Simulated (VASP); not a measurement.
Input of a VASP 6.6.1 run:

The input INCAR:

```
  PREC = Accurate
  ENCUT = 520
  EDIFF = 1E-6
  ISMEAR = -1
  SIGMA = 0.08
  LREAL = F
  LASPH = T
  NELM = 80
  ALGO = Normal
  ISIF = 2
  LWAVE = F
  LCHARG = F
  GGA = PE
  NBANDS = 22
```

File KPOINTS:

```
regular mesh
0
Gamma
  11 11 11
```

Contents of POSCAR:

```
YbN
1.0
    0.0000000000      2.6070106275      2.6070106275
    2.6070106275      0.0000000000      2.6070106275
    2.6070106275      2.6070106275      0.0000000000
Yb N
1 1
Direct
    0.0000000000      0.0000000000      0.0000000000
    0.2500000000      0.2500000000      0.2500000000
```

Potentials or basis: VASP PAW PBE potentials, release 64 (Yb, N).

Launch:

```sh
$ cat potpaw_PBE.64/Yb/POTCAR potpaw_PBE.64/N/POTCAR > POTCAR
$ mpirun -np 1 vasp_std > vasp.out
```

**Question.** Estimate the band gap on the k mesh.

**Answer.** Zero (an odd number of electrons rules out a gap without spin polarisation).

**Question.** What does it give for the pressure?

**Answer.** -1.3 GPa.

Caveat: spin-orbit coupling is left out, which moves the levels of the heavy elements; an odd number of electrons without spin polarisation forces a metal; a magnetic or distorted state may lie lower. With open d or f shells a metallic result of PBE can be an artefact of self-interaction; +U or a hybrid may open a gap.
